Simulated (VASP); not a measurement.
# Pb (P-1) in VASP: single point with HF

Aim: the single point of Pb with HF.

Program: VASP 6.6.1. These are calculated values, not measurements. Logs are shortened: lines on timing, memory, paths and dates and some standing lists are left out, and cuts for length are marked.

## Step 1: The cell of the first run

The typed cell holds 1 atom: a = 3.535 Å, b = 3.650 Å, c = 3.679 Å, α = 57.73°, β = 60.47°, γ = 62.11°.

## Step 2: Single point, HF

POSCAR reads:

```
Pb
1.0
   -0.0039586015      2.5365572598      2.4621636540
    2.6896537020     -0.0112614862      2.4674341990
    2.6733184395      2.5275459848      0.0035171770
Pb
1
Direct
    0.0000000000      0.0000000000      0.0000000000
```

INCAR.step1 reads:

```
SYSTEM = Pb
  PREC = Accurate
  ENCUT = 520
  EDIFF = 1E-5
  ISMEAR = -1
  SIGMA = 0.05
  LREAL = .FALSE.
  LASPH = .TRUE.
  NELM = 100
  ALGO = Normal
  ISIF = 2
  LWAVE = .TRUE.
  LCHARG = .FALSE.
  GGA = PE
  NBANDS = 13
```

INCAR.step2 reads:

```
SYSTEM = Pb
  PREC = Accurate
  ENCUT = 520
  EDIFF = 1E-6
  ISMEAR = -1
  SIGMA = 0.05
  LREAL = .FALSE.
  LASPH = .TRUE.
  NELM = 100
  ALGO = Normal
  ISIF = 2
  LWAVE = .FALSE.
  LCHARG = .FALSE.
  GGA = PE
  LHFCALC = .TRUE.
  AEXX = 1.0
  ALDAC = 0.0
  AGGAC = 0.0
  PRECFOCK = Normal
  ISTART = 1
  NBANDS = 13
```

KPOINTS reads:

```
regular mesh
0
G
  5 5 5
  0 0 0
```

Potentials or basis: VASP PAW PBE potentials, release 64 (Pb_d).

The run is started by

```
cat potpaw_PBE.64/Pb_d/POTCAR > POTCAR
cp INCAR.step1 INCAR
mpirun -np 1 vasp_std > vasp.out
cp INCAR.step2 INCAR
mpirun -np 1 vasp_std > vasp.out
```

OUTCAR:

```text
SYSTEM = Pb
   PREC = Accurate
   ENCUT = 520
   EDIFF = 1E-6
   ISMEAR = -1
   LREAL = .FALSE.
   LASPH = .TRUE.
   NELM = 100
   ISIF = 2
   GGA = PE
   LHFCALC = .TRUE.
   AEXX = 1.0
   PRECFOCK = Normal
   ISTART = 1

 ion  position               nearest neighbor table
   1  0.000  0.000  0.000-

  LATTYP: Found a triclinic cell.
 ALAT       =     9.3566325476
 B/A-ratio  =     0.3778093320
 C/A-ratio  =     0.5736012608
 COS(alpha) =     0.0026897910
 COS(beta)  =     0.2877402325
 COS(gamma) =     0.9396512572

  Lattice vectors:

 A1 = (  -2.6851942440,   5.0821257946,   7.3829737850)
 A2 = (  -0.0039586015,   2.5365572598,   2.4621636540)
 A3 = (  -5.3669307430,   0.0202727612,  -0.0087877220)

Analysis of symmetry for initial positions (statically):
=====================================================================
 Subroutine PRICEL returns:
 Original cell was already a primitive cell.

 Routine SETGRP: Setting up the symmetry group for a
 triclinic supercell.

 Subroutine GETGRP returns: Found  2 space group operations
 (whereof  2 operations were pure point group operations)
 out of a pool of  2 trial point group operations.

The static configuration has the point symmetry S_2 .

Analysis of symmetry for dynamics (positions and initial velocities):
=====================================================================
 Subroutine PRICEL returns:
 Original cell was already a primitive cell.

 Routine SETGRP: Setting up the symmetry group for a
 triclinic supercell.

 Subroutine GETGRP returns: Found  2 space group operations
 (whereof  2 operations were pure point group operations)
 out of a pool of  2 trial point group operations.

The dynamic configuration has the point symmetry S_2 .

 Subroutine INISYM returns: Found  2 space group operations
 (whereof  2 operations are pure point group operations),
 and found     1 'primitive' translations

----------------------------------------------------------------------------------------

                                     Primitive cell

  volume of cell :      33.5449

  direct lattice vectors                    reciprocal lattice vectors
    -0.003958601  2.536557260  2.462163654    -0.185917829  0.196357104  0.203557951
     2.689653702 -0.011261486  2.467434199     0.185253564 -0.196219499  0.202446064
     2.673318440  2.527545985  0.003517177     0.187406065  0.197709257 -0.203381682

  length of vectors
     3.535023092  3.650013066  3.679012443     0.338463278  0.337350536  0.339961898

  position of ions in fractional coordinates (direct lattice)
     0.000000000  0.000000000  0.000000000

  ion indices of the primitive-cell ions
   primitive index   ion index
                 1           1

----------------------------------------------------------------------------------------

 KPOINTS: regular mesh

Automatic generation of k-mesh.
 Grid dimensions read from file:
 generate k-points for:    5    5    5

 Generating k-lattice:

  Cartesian coordinates                     Fractional coordinates (reciprocal lattice)
    -0.037183566  0.039271421  0.040711590     0.200000000 -0.000000000 -0.000000000
     0.037050713 -0.039243900  0.040489213     0.000000000  0.200000000 -0.000000000
     0.037481213  0.039541851 -0.040676336     0.000000000 -0.000000000  0.200000000

  Length of vectors
     0.067692656  0.067470107  0.067992380

  Shift w.r.t. Gamma in fractional coordinates (k-lattice)
     0.000000000  0.000000000  0.000000000

 Subroutine IBZKPT returns following result:
 ===========================================

 Found     63 irreducible k-points:

 Following reciprocal coordinates:
            Coordinates               Weight
  0.000000  0.000000  0.000000      1.000000
  0.200000  0.000000 -0.000000      2.000000
  0.400000  0.000000  0.000000      2.000000
 -0.000000  0.200000  0.000000      2.000000
  0.200000  0.200000 -0.000000      2.000000
  0.400000  0.200000  0.000000      2.000000
[... 16 lines left out ...]
 -0.200000  0.200000  0.200000      2.000000
 -0.000000  0.400000  0.200000      2.000000
 [... further k-points ...]
   k-points           NKPTS =     63   k-points in BZ     NKDIM =    125   number of bands    NBANDS=     13
   number of dos      NEDOS =    301   number of ions     NIONS =      1
   total plane-waves  NPLWV =  21952
   dimension x,y,z NGX =    28 NGY =   28 NGZ =   28
   dimension x,y,z NGXF=    56 NGYF=   56 NGZF=   56
   ions per type =               1
   NGX,Y,Z   is equivalent  to a cutoff of  13.17, 12.75, 12.65 a.u.
   NGXF,Y,Z  is equivalent  to a cutoff of  26.34, 25.51, 25.31 a.u.
 SYSTEM =  Pb
   PREC   = accura    normal or accurate (medium, high low for compatibility)
   ISTART =      1    job   : 0-new  1-cont  2-samecut
   ICHARG =      0    charge: 1-file 2-atom 10-const
   ISPIN  =      1    spin polarized calculation?
   LNONCOLLINEAR =      F non collinear calculations
   LSORBIT =      F    spin-orbit coupling
   LASPH  =      T    aspherical Exc in radial PAW
   ENCUT  =  520.0 eV  38.22 Ry    6.18 a.u.   6.57  6.79  6.84*2*pi/ulx,y,z
   NELM   =    100;   NELMIN=  2; NELMDL=  0     # of ELM steps
   EDIFF  = 0.1E-05   stopping-criterion for ELM
   LREAL  =      F    real-space projection
   EDIFFG = 0.1E-04   stopping-criterion for IOM
   NSW    =      0    number of steps for IOM
   IBRION =     -1    ionic relax: 0-MD 1-quasi-New 2-CG
   NFREE  =      0    steps in history (QN), initial steepest desc. (CG)
   ISIF   =      2    stress and relaxation
   ISYM   =      3    0-nonsym 1-usesym 2-fastsym
   POTIM  = 0.5000    time-step for ionic-motion
   TEBEG  =    0.0;   TEEND  =   0.0 temperature during run
   PSTRESS=    0.0 pullay stress
   NELECT =      14.0000    total number of electrons
   NUPDOWN=      -1.0000    fix difference up-down
   EMIN   =  10.00;   EMAX   =-10.00  energy-range for DOS
   EFERMI =   0.00;   METHOD = LEGACY
   ISMEAR =    -1;   SIGMA  =   0.05  broadening in eV -4-tet -1-fermi 0-gaus
   EFERMI_NEDOS =   21; number of points for ismear=-14 and -15
   IALGO  =     38    algorithm
   IMIX   =      1    mixing-type and parameters
     AMIX     =   0.40;   BMIX     =  1.00
     AMIX_MAG =   1.60;   BMIX_MAG =  1.00
  volume/ion in A,a.u.               =      33.54       226.37
  Fermi-wavevector in a.u.,A,eV,Ry     =   1.223419  2.311928 20.364591  1.496755
  Thomas-Fermi vector in A             =   2.358531
   LORBIT       =      0    0 simple, 1 ext, 2 COOP (PROOUT), +10 PAW based schemes
   GGA     = PE    functional components
   LHFCALC =     T    Hartree Fock is set to
   PRECFOCK=normal    Normal, Fast or Accurate (Low or Medium for compatibility)
   ENCUT4O =  -1.0   cutoff for four orbital integrals eV
   NKREDX  =     1    reduce k-point grid by
   NKREDY  =     1    reduce k-point grid by
   NKREDZ  =     1    reduce k-point grid by
   AEXX    =    1.0000 exact exchange contribution
   HFSCREEN=    0.0000 screening length (either q_TF or 0.3 A-1)
   HFSCREENC=   0.0000 screening length for correlation (either q_TF or 0.3 A-1)
   ENCUTFOCK=  -1.0 apply spherical cutoff to Coloumb kernel
   IVDW    =     0    specifies the selected vdW correction
   LEPSILON=     F    determine dielectric tensor
   LRPA    =     F    only Hartree local field effects (RPA)
 non-spin polarized calculation
  energy-cutoff  :      520.00
  volume of cell :       33.54
 maximum number of plane-waves:       917
 NGX is ok and might be reduce to    28
  NGX = 20; NGY = 24; NGZ = 24

 number of electron      13.9999999 magnetization

 Free energy of the ion-electron system (eV)
  ---------------------------------------------------
  ext. energy  EPLUGINS =         0.00000000
  ---------------------------------------------------
  free energy    TOTEN  =        -6.41850127 eV

  energy without entropy =       -6.41739223  energy(sigma->0) =       -6.41794675

 E-fermi :   7.2476     XC(G=0):   0.0000

 val. band max:        5.9419450688   @ k =   0.0000  -0.4000   0.4000
 cond. band min:       7.2475919064   @ k =  -0.2000   0.4000   0.4000
 fundamental gap:      1.3056468376
 Fermi energy:         7.2475919062

 k-point     1 :       0.0000    0.0000    0.0000
  band No.  band energies     occupation
      1     -18.9551      2.00000
      2     -18.8853      2.00000
      3     -18.8388      2.00000
      4     -18.7970      2.00000
      5     -18.7352      2.00000
      6     -10.5367      2.00000
      7      18.3081      0.00000
      8      18.3957      0.00000
      9      18.5251      0.00000
     10      21.6198      0.00000
     11      22.2461      0.00000
     12      23.4945      0.00000
     13      23.7636      0.00000

 k-point     2 :       0.2000    0.0000   -0.0000
  band No.  band energies     occupation
      1     -18.9228      2.00000
      2     -18.8760      2.00000
      3     -18.8271      2.00000
      4     -18.7683      2.00000
      5     -18.7392      2.00000
      6      -9.4918      2.00000
      7      11.7405      0.00000
      8      17.1208      0.00000
      9      17.7827      0.00000
     10      20.3162      0.00000
     11      22.5828      0.00000
     12      24.4081      0.00000
     13      24.8753      0.00000

 k-point     3 :       0.4000    0.0000    0.0000
  band No.  band energies     occupation
      1     -18.9220      2.00000
      2     -18.9053      2.00000
      3     -18.8473      2.00000
      4     -18.6870      2.00000
      5     -18.6514      2.00000
      6      -6.5459      2.00000
      7       1.7228      2.00000
      8      15.6613      0.00000
      9      17.1673      0.00000
     10      19.8197      0.00000
     11      21.1651      0.00000
     12      22.3902      0.00000
     13      23.3565      0.00000

 k-point     4 :      -0.0000    0.2000    0.0000
  band No.  band energies     occupation
      1     -18.9253      2.00000
      2     -18.8767      2.00000
      3     -18.8295      2.00000
      4     -18.7644      2.00000
      5     -18.7390      2.00000
      6      -9.5034      2.00000
      7      11.6435      0.00000
      8      17.1833      0.00000
      9      17.8390      0.00000
     10      20.3722      0.00000
     11      22.6174      0.00000
     12      24.4213      0.00000
     13      24.9573      0.00000

 k-point     5 :       0.2000    0.2000   -0.0000
  band No.  band energies     occupation
      1     -18.8991      2.00000
      2     -18.8370      2.00000
      3     -18.8189      2.00000
      4     -18.8099      2.00000
      5     -18.7303      2.00000
      6      -9.0200      2.00000
      7      13.3529      0.00000
      8      14.5075      0.00000
      9      15.0245      0.00000
     10      18.6968      0.00000
     11      20.8390      0.00000
     12      25.9230      0.00000
     13      27.8688      0.00000
[... 257 lines left out ...]
 k-point    22 :      -0.4000    0.2000    0.2000
  band No.  band energies     occupation
      1     -18.9352      2.00000
      2     -18.8607      2.00000
      3     -18.7990      2.00000
      4     -18.7042      2.00000
      5     -18.6782      2.00000
      6      -4.8576      2.00000
      7       1.2132      2.00000
      8       9.7339      0.00000
      9      15.7789      0.00000
     10      19.1529      0.00000
     11      24.2489      0.00000
     12      25.2875      0.00000
     13      26.5620      0.00000

 k-point    23 :      -0.2000    0.2000    0.2000
  band No.  band energies     occupation
      1     -18.9772      2.00000
      2     -18.8711      2.00000
      3     -18.7696      2.00000
      4     -18.7367      2.00000
      5     -18.6659      2.00000
      6      -7.0677      2.00000
      7       5.0378      2.00000
      8      11.9988      0.00000
      9      14.7845      0.00000
     10      18.4507      0.00000
     11      22.7858      0.00000
     12      25.9193      0.00000
     13      26.5984      0.00000

 k-point    24 :      -0.0000    0.4000    0.2000
  band No.  band energies     occupation
      1     -18.9796      2.00000
      2     -18.8684      2.00000
      3     -18.7713      2.00000
      4     -18.7334      2.00000
      5     -18.6699      2.00000
      6      -7.0917      2.00000
      7       4.9788      2.00000
      8      11.9527      0.00000
      9      14.8680      0.00000
     10      18.5058      0.00000
     11      22.7921      0.00000
     12      25.9850      0.00000
     13      26.6425      0.00000

 [... further k-points ...]

------------------------ aborting loop because EDIFF is reached ----------------------------------------

  FORCE on cell =-STRESS in cart. coord.  units (eV):
  Direction    XX          YY          ZZ          XY          YZ          ZX
  --------------------------------------------------------------------------------------
  -------------------------------------------------------------------------------------
  Total        0.7199479     -0.1027766     -0.4116397      0.0603732     -0.1044648     -0.0252067
  in kB       34.3862879     -4.9088338    -19.6608131      2.8835553     -4.9894693     -1.2039254
  external PRESSURE =       3.2722137 kB  Pullay stress =       0.0000000 kB

 VOLUME and BASIS-vectors are now :
 -----------------------------------------------------------------------------
  energy-cutoff  :      520.00
  volume of cell :       33.54
      direct lattice vectors                 reciprocal lattice vectors
    -0.003958601  2.536557260  2.462163654    -0.185917829  0.196357104  0.203557951
     2.689653702 -0.011261486  2.467434199     0.185253564 -0.196219499  0.202446064
     2.673318440  2.527545985  0.003517177     0.187406065  0.197709257 -0.203381682

 POSITION                                       TOTAL-FORCE (eV/Angst)
 -----------------------------------------------------------------------------------
      0.00000      0.00000      0.00000         0.000000      0.000000      0.000000
 -----------------------------------------------------------------------------------
    total drift:                               -0.000000     -0.000000     -0.000000

  FREE ENERGIE OF THE ION-ELECTRON SYSTEM (eV)
  ---------------------------------------------------
  free  energy   TOTEN  =        -6.4185012673 eV

  energy  without entropy=       -6.4173922318  energy(sigma->0) =       -6.41794675
```

It took 61 min on 1 thread of Intel Xeon Platinum 8259CL at 2.50GHz (Skylake/Cascade Lake), shared host; peak memory 0.19 GiB.

Results:

```yaml
Free_energy: -6.4185 eV
Pressure: 0.3 GPa
Band_gap_on_the_k_mesh: zero (bands 7 and 8 overlap by 13.14 eV)
```

Caveat: the k points lie up to 0.43 Å⁻¹ apart, too coarse for converged energies and pressures of a metal; the PAW data sets were made with another functional, which shifts forces and pressure a little; spin-orbit coupling is left out, which moves the levels of the heavy elements.
